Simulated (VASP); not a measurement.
Crystal: NaAl.

```xyz
2
Lattice="0.0000 2.6281 2.6281 2.6281 0.0000 2.6281 2.6281 2.6281 0.0000" Properties=species:S:1:pos:R:3 pbc="T T T"
Na    0.0000    0.0000    0.0000
Al    2.6281    2.6281    2.6281
```

```yaml
Program: VASP 6.6.1
Task: relaxation of cell and atoms
Functional: PBE
Potentials_or_basis: VASP PAW PBE potentials, release 64 (Na_pv, Al)
Cutoff: 600 eV
k_mesh: 6 × 6 × 6
Occupations: gaussian, width 0.1 eV
Spin: no spin polarisation
```

At the start: pressure 20.5 GPa; volume 18.15 Å³/atom.

Where does the relaxation end?

Over 5 steps the energy falls by 469.6 meV/atom and the volume is 29.15 Å³/atom (+60.6 %); space group Fm-3m (No. 225, to 0.05 Å).

Step by step:
```csv
step,energy change (eV),largest force (eV/Å),pressure (GPa),volume (Å³)
1,0.0000,0.0000,20.54,36.30
2,-0.8607,0.0000,3.74,49.95
3,-0.9303,0.0000,1.00,55.18
4,-0.9386,0.0000,0.24,57.48
5,-0.9392,0.0000,0.00,58.31
```

Final structure:
```
CELL_PARAMETERS angstrom
0.00000 3.07770 3.07770
3.07770 0.00000 3.07770
3.07770 3.07770 0.00000
ATOMIC_POSITIONS crystal
Na 0.00000 0.00000 0.00000
Al 0.50000 0.50000 0.50000
```

Caveat: the volume moved by over 15 % at a fixed basis, so the end points are rough.
